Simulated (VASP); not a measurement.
The system is NbB2.

```
Nb B
1.0
     3.10823    0.00000    0.00000
    -1.55411    2.69180    0.00000
     0.00000    0.00000    3.32854
Nb B
1 2
Direct
  0.00000 0.00000 0.00000
  0.33333 0.66667 0.50000
  0.66667 0.33333 0.50000
```

- Program: VASP 6.6.1
- Task: relaxation of cell and atoms
- Functional: LDA
- Potentials or basis: VASP PAW LDA potentials, release 64 (Nb_sv, B)
- Cutoff: 600 eV
- k mesh: 15 × 15 × 12
- Occupations: gaussian, width 0.1 eV
- Spin: no spin polarisation

At the start: pressure -11.0 GPa; volume 9.28 Å³/atom.

How do energy, volume and symmetry change on relaxing?

Over 6 steps the energy falls by 12.2 meV/atom and the volume is 8.94 Å³/atom (-3.7 %); space group P6/mmm (No. 191, to 0.05 Å).

Step by step:
```csv
step,energy change (eV),largest force (eV/Å),pressure (GPa),volume (Å³)
1,0.0000,0.0000,-10.96,27.85
2,0.0484,0.0000,19.59,25.37
3,-0.0363,0.0000,-0.17,26.84
4,-0.0363,0.0000,0.07,26.82
5,-0.0366,0.0000,0.06,26.81
6,-0.0367,0.0000,0.07,26.81
```

Final structure:
```cif
data_structure
_symmetry_space_group_name_H-M 'P 1'
_symmetry_Int_Tables_number 1
_cell_length_a 3.0739
_cell_length_b 3.0739
_cell_length_c 3.2761
_cell_angle_alpha 90.000
_cell_angle_beta 90.000
_cell_angle_gamma 120.000
_cell_volume 26.81
loop_
_atom_site_label
_atom_site_type_symbol
_atom_site_fract_x
_atom_site_fract_y
_atom_site_fract_z
_atom_site_occupancy
Nb1 Nb 0.00000 0.00000 0.00000 1
B1 B 0.33333 0.66667 0.50000 1
B2 B 0.66667 0.33333 0.50000 1
```
